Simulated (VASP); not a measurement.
# Ba (P6_3/mmc) in VASP: further runs

The runs below take Ba through single point, with PBE.

Program: VASP 6.6.1. These are calculated values, not measurements. Logs are shortened: lines on timing, memory, paths and dates and some standing lists are left out, and cuts for length are marked.

## Step 1: The cell of the first run

The structure is hexagonal, space group P6_3/mmc (No. 194). The conventional cell has a = 4.537 Å, b = 4.537 Å, c = 7.436 Å, α = 90.00°, β = 90.00°, γ = 120.00°.

This isn't the form of Ba at room conditions, which is bcc.

## Step 2: Single point, PBE (66.29 Å³/atom)

Contents of INCAR:

```
  ALGO = Normal
  EDIFF = 1E-6
  ENCUT = 520
  GGA = PE
  ISIF = 2
  ISMEAR = -1
  LASPH = True
  LCHARG = False
  LREAL = False
  LWAVE = False
  NBANDS = 17
  NELM = 100
  PREC = Accurate
  SIGMA = 0.1
```

Contents of KPOINTS:

```
k-points
0
Gamma
  13 13 7
```

Contents of POSCAR:

```
Ba
1.0
    4.5373706623      0.0000000000      0.0000000000
   -2.2686853311      3.9294782599      0.0000000000
    0.0000000000      0.0000000000      7.4356907985
Ba
2
Direct
    0.3333333333      0.6666666667      0.2500000000
    0.6666666667      0.3333333333      0.7500000000
```

Potentials or basis: VASP PAW PBE potentials, release 64 (Ba_sv).

Run with:

```bash
$ cat potpaw_PBE.64/Ba_sv/POTCAR > POTCAR
$ mpirun -np 1 vasp_std > vasp.out
```

OUTCAR:

```text
EDIFF = 1E-6
   ENCUT = 520
   GGA = PE
   ISIF = 2
   ISMEAR = -1
   LASPH = True
   LREAL = False
   NELM = 100
   PREC = Accurate

 ion  position               nearest neighbor table
   1  0.333  0.667  0.250-   2 4.55   2 4.55   2 4.55   2 4.55   2 4.55   2 4.55
   2  0.667  0.333  0.750-   1 4.55   1 4.55   1 4.55   1 4.55   1 4.55   1 4.55

  LATTYP: Found a hexagonal cell.
 ALAT       =     4.5373706623
 C/A-ratio  =     1.6387664469

  Lattice vectors:

 A1 = (   4.5373706623,   0.0000000000,   0.0000000000)
 A2 = (  -2.2686853311,   3.9294782599,   0.0000000000)
 A3 = (   0.0000000000,   0.0000000000,   7.4356907985)

Analysis of symmetry for initial positions (statically):
=====================================================================
 Subroutine PRICEL returns:
 Original cell was already a primitive cell.

 Routine SETGRP: Setting up the symmetry group for a
 hexagonal supercell.

 Subroutine GETGRP returns: Found 24 space group operations
 (whereof 12 operations were pure point group operations)
 out of a pool of 24 trial point group operations.

The static configuration has the point symmetry D_3d.
 The point group associated with its full space group is D_6h.

Analysis of symmetry for dynamics (positions and initial velocities):
=====================================================================
 Subroutine PRICEL returns:
 Original cell was already a primitive cell.

 Routine SETGRP: Setting up the symmetry group for a
 hexagonal supercell.

 Subroutine GETGRP returns: Found 24 space group operations
 (whereof 12 operations were pure point group operations)
 out of a pool of 24 trial point group operations.

The dynamic configuration has the point symmetry D_3d.
 The point group associated with its full space group is D_6h.

 Subroutine INISYM returns: Found 24 space group operations
 (whereof 12 operations are pure point group operations),
 and found     1 'primitive' translations

----------------------------------------------------------------------------------------

                                     Primitive cell

  volume of cell :     132.5746

  direct lattice vectors                    reciprocal lattice vectors
     4.537370662  0.000000000  0.000000000     0.220391957  0.127243356  0.000000000
    -2.268685331  3.929478260  0.000000000     0.000000000  0.254486711  0.000000000
     0.000000000  0.000000000  7.435690798     0.000000000  0.000000000  0.134486496

  length of vectors
     4.537370662  4.537370662  7.435690798     0.254486711  0.254486711  0.134486496

  position of ions in fractional coordinates (direct lattice)
     0.333333333  0.666666667  0.250000000
     0.666666667  0.333333333  0.750000000

  ion indices of the primitive-cell ions
   primitive index   ion index
                 1           1
                 2           2

----------------------------------------------------------------------------------------

 KPOINTS: k-points

Automatic generation of k-mesh.
 Grid dimensions read from file:
 generate k-points for:   13   13    7

 Generating k-lattice:

  Cartesian coordinates                     Fractional coordinates (reciprocal lattice)
     0.016953227  0.009787950  0.000000000     0.076923077  0.000000000  0.000000000
     0.000000000  0.019575901  0.000000000     0.000000000  0.076923077  0.000000000
     0.000000000  0.000000000  0.019212357     0.000000000  0.000000000  0.142857143

  Length of vectors
     0.019575901  0.019575901  0.019212357

  Shift w.r.t. Gamma in fractional coordinates (k-lattice)
     0.000000000  0.000000000  0.000000000

 Subroutine IBZKPT returns following result:
 ===========================================

 Found     84 irreducible k-points:

 Following reciprocal coordinates:
            Coordinates               Weight
  0.000000  0.000000  0.000000      1.000000
  0.076923  0.000000  0.000000      6.000000
  0.153846  0.000000  0.000000      6.000000
  0.230769 -0.000000  0.000000      6.000000
  0.307692  0.000000  0.000000      6.000000
  0.384615  0.000000  0.000000      6.000000
[... 16 lines left out ...]
  0.076923  0.000000  0.142857     12.000000
  0.153846  0.000000  0.142857     12.000000
 [... further k-points ...]
   k-points           NKPTS =     84   k-points in BZ     NKDIM =     84   number of bands    NBANDS=     17
   number of dos      NEDOS =    301   number of ions     NIONS =      2
   total plane-waves  NPLWV =  72576
   dimension x,y,z NGX =    36 NGY =   36 NGZ =   56
   dimension x,y,z NGXF=    72 NGYF=   72 NGZF=  112
   ions per type =               2
   NGX,Y,Z   is equivalent  to a cutoff of  13.19, 13.19, 12.52 a.u.
   NGXF,Y,Z  is equivalent  to a cutoff of  26.38, 26.38, 25.04 a.u.
 SYSTEM =  unknown system
   PREC   = accura    normal or accurate (medium, high low for compatibility)
   ISTART =      0    job   : 0-new  1-cont  2-samecut
   ICHARG =      2    charge: 1-file 2-atom 10-const
   ISPIN  =      1    spin polarized calculation?
   LNONCOLLINEAR =      F non collinear calculations
   LSORBIT =      F    spin-orbit coupling
   LASPH  =      T    aspherical Exc in radial PAW
   ENCUT  =  520.0 eV  38.22 Ry    6.18 a.u.   8.44  8.44 13.83*2*pi/ulx,y,z
   NELM   =    100;   NELMIN=  2; NELMDL= -5     # of ELM steps
   EDIFF  = 0.1E-05   stopping-criterion for ELM
   LREAL  =      F    real-space projection
   EDIFFG = 0.1E-04   stopping-criterion for IOM
   NSW    =      0    number of steps for IOM
   IBRION =     -1    ionic relax: 0-MD 1-quasi-New 2-CG
   NFREE  =      0    steps in history (QN), initial steepest desc. (CG)
   ISIF   =      2    stress and relaxation
   ISYM   =      2    0-nonsym 1-usesym 2-fastsym
   POTIM  = 0.5000    time-step for ionic-motion
   TEBEG  =    0.0;   TEEND  =   0.0 temperature during run
   PSTRESS=    0.0 pullay stress
   NELECT =      20.0000    total number of electrons
   NUPDOWN=      -1.0000    fix difference up-down
   EMIN   =  10.00;   EMAX   =-10.00  energy-range for DOS
   EFERMI =   0.00;   METHOD = LEGACY
   ISMEAR =    -1;   SIGMA  =   0.10  broadening in eV -4-tet -1-fermi 0-gaus
   EFERMI_NEDOS =   21; number of points for ismear=-14 and -15
   IALGO  =     38    algorithm
   IMIX   =      4    mixing-type and parameters
     AMIX     =   0.40;   BMIX     =  1.00
     AMIX_MAG =   1.60;   BMIX_MAG =  1.00
  volume/ion in A,a.u.               =      66.29       447.33
  Fermi-wavevector in a.u.,A,eV,Ry     =   0.871495  1.646886 10.333662  0.759503
  Thomas-Fermi vector in A             =   1.990610
   LORBIT       =      0    0 simple, 1 ext, 2 COOP (PROOUT), +10 PAW based schemes
   GGA     = PE    functional components
   LHFCALC =     F    Hartree Fock is set to
   AEXX    =    0.0000 exact exchange contribution
   IVDW    =     0    specifies the selected vdW correction
   LEPSILON=     F    determine dielectric tensor
   LRPA    =     F    only Hartree local field effects (RPA)
 non-spin polarized calculation
  energy-cutoff  :      520.00
  volume of cell :      132.57
 maximum number of plane-waves:      3604
 NGX is ok and might be reduce to    36
   NGX = 17   NGY = 17   NGZ = 27

 number of electron      19.9999998 magnetization

 Free energy of the ion-electron system (eV)
  ---------------------------------------------------
  ext. energy  EPLUGINS =         0.00000000
  ---------------------------------------------------
  free energy    TOTEN  =        -3.83984912 eV

  energy without entropy =       -3.72383924  energy(sigma->0) =       -3.78184418

 E-fermi :   1.5059     XC(G=0):  -7.2465

 val. band max:        1.4981596660   @ k =   0.4615   0.0000   0.1429
 cond. band min:       1.5135633522   @ k =   0.3846   0.0769   0.1429
 fundamental gap:      0.0154036862
 Fermi energy:         1.5059276086

 k-point     1 :       0.0000    0.0000    0.0000
  band No.  band energies     occupation
      1     -27.4648      2.00000
      2     -27.4334      2.00000
      3     -12.8313      2.00000
      4     -12.4966      2.00000
      5     -12.4966      2.00000
      6     -12.4457      2.00000
[... 9 lines left out ...]
     16       3.6150      0.00000
     17       4.1176      0.00000

 k-point     2 :       0.0769    0.0000    0.0000
  band No.  band energies     occupation
      1     -27.4632      2.00000
      2     -27.4326      2.00000
      3     -12.8240      2.00000
      4     -12.5143      2.00000
      5     -12.5021      2.00000
      6     -12.4641      2.00000
[... 9 lines left out ...]
     16       3.6990      0.00000
     17       3.9824      0.00000

 k-point     3 :       0.1538    0.0000    0.0000
  band No.  band energies     occupation
      1     -27.4586      2.00000
      2     -27.4304      2.00000
      3     -12.8030      2.00000
      4     -12.5631      2.00000
      5     -12.5170      2.00000
      6     -12.5139      2.00000
[... 9 lines left out ...]
     16       3.6405      0.00000
     17       3.8145      0.00000

 k-point     4 :       0.2308   -0.0000    0.0000
  band No.  band energies     occupation
      1     -27.4520      2.00000
      2     -27.4275      2.00000
      3     -12.7708      2.00000
      4     -12.6318      2.00000
      5     -12.5817      2.00000
      6     -12.5372      2.00000
[... 9 lines left out ...]
     16       3.9407      0.00000
     17       3.9791      0.00000
[... 343 lines left out ...]
      1     -27.4633      2.00000
      2     -27.4350      2.00000
      3     -12.8133      2.00000
      4     -12.4941      2.00000
      5     -12.4941      2.00000
      6     -12.4657      2.00000
[... 9 lines left out ...]
     16       3.5502      0.00000
     17       4.2450      0.00000

 k-point    23 :       0.0769    0.0000    0.1429
  band No.  band energies     occupation
      1     -27.4617      2.00000
      2     -27.4341      2.00000
      3     -12.8068      2.00000
      4     -12.5114      2.00000
      5     -12.4995      2.00000
      6     -12.4792      2.00000
[... 9 lines left out ...]
     16       3.6250      0.00000
     17       4.1546      0.00000

 k-point    24 :       0.1538    0.0000    0.1429
  band No.  band energies     occupation
      1     -27.4572      2.00000
      2     -27.4318      2.00000
      3     -12.7887      2.00000
      4     -12.5589      2.00000
      5     -12.5260      2.00000
      6     -12.5140      2.00000
[... 9 lines left out ...]
     16       3.8001      0.00000
     17       4.0199      0.00000

 [... further k-points ...]
[... 5 lines left out ...]
  --------------------------------------------------------------------------------------
  -------------------------------------------------------------------------------------
  Total       -0.2056409     -0.2056409     -0.2115040     -0.0000000      0.0000000      0.0000000
  in kB       -2.4851904     -2.4851904     -2.5560461     -0.0000000      0.0000000      0.0000000
  external PRESSURE =      -2.5088090 kB  Pullay stress =       0.0000000 kB

 VOLUME and BASIS-vectors are now :
 -----------------------------------------------------------------------------
  energy-cutoff  :      520.00
  volume of cell :      132.57
      direct lattice vectors                 reciprocal lattice vectors
     4.537370662  0.000000000  0.000000000     0.220391957  0.127243356  0.000000000
    -2.268685331  3.929478260  0.000000000     0.000000000  0.254486711  0.000000000
     0.000000000  0.000000000  7.435690798     0.000000000  0.000000000  0.134486496

 POSITION                                       TOTAL-FORCE (eV/Angst)
 -----------------------------------------------------------------------------------
     -0.00000      2.61965      1.85892        -0.000000      0.000000      0.000000
      2.26869      1.30983      5.57677         0.000000      0.000000      0.000000
 -----------------------------------------------------------------------------------
    total drift:                               -0.000000      0.000000     -0.000000

  FREE ENERGIE OF THE ION-ELECTRON SYSTEM (eV)
  ---------------------------------------------------
  free  energy   TOTEN  =        -3.8398491192 eV

  energy  without entropy=       -3.7238392356  energy(sigma->0) =       -3.78184418
```

Wall time 4.4 min (1 thread of Intel Xeon 8259CL, shared host); peak memory 0.35 GiB.

Results:

```
Free energy            : -3.8398 eV
Pressure               : -0.3 GPa
Band gap on the k mesh : zero (bands 10 and 11 overlap by 0.26 eV)
```

Caveat: spin-orbit coupling is left out, which moves the levels of the heavy elements.

## Step 3: Single point, PBE (68.84 Å³/atom)

This run uses another cell than the first one, of 68.84 Å³/atom.

Contents of INCAR:

```
SYSTEM = Ba
PREC     = Accurate       ! precision mode
ENCUT    = 520            ! plane-wave cutoff, eV
EDIFF    = 1E-6           ! SCF threshold, eV
ISMEAR   = -1             ! smearing method
SIGMA    = 0.1            ! smearing width, eV
LREAL    = .FALSE.        ! projectors in reciprocal space
LASPH    = .TRUE.         ! aspherical terms in the spheres
NELM     = 80             ! most SCF steps
ALGO     = Normal         ! electronic algorithm
ISIF     = 2              ! what is computed and relaxed
LWAVE    = .FALSE.        ! write WAVECAR
LCHARG   = .FALSE.        ! write CHGCAR
GGA      = PE             ! functional
NBANDS   = 17             ! bands
```

Contents of KPOINTS:

```
Automatic mesh
0
G
  13 13 7
  0 0 0
```

Contents of POSCAR:

```
Ba
1.0
    4.5948118318      0.0000000000      0.0000000000
   -2.2974059159      3.9792237720      0.0000000000
    0.0000000000      0.0000000000      7.5298234598
Ba
2
Direct
    0.3333333333      0.6666666667      0.2500000000
    0.6666666667      0.3333333333      0.7500000000
```

Potentials or basis: VASP PAW PBE potentials, release 64 (Ba_sv).

Run with:

```bash
$ cat potpaw_PBE.64/Ba_sv/POTCAR > POTCAR
$ mpirun -np 1 vasp_std > vasp.out
```

Wall time 4.3 min (1 thread of Intel Xeon 8259CL, shared host); peak memory 0.35 GiB.

Results (log left out):

```yaml
Free_energy: -3.8277 eV
Pressure: -0.5 GPa
Band_gap_on_the_k_mesh: zero (bands 10 and 11 overlap by 0.24 eV)
```

Levels at points of the mesh, in eV from the Fermi level:
```
           k point  band 8  band 9  band 10  band 11  band 12  band 13
(0.00, 0.00, 0.00)  -14.04   -2.73    -0.93     0.82     1.65     1.68
```

Caveat: spin-orbit coupling is left out, which moves the levels of the heavy elements.

(Continued in part 2 of 2.)
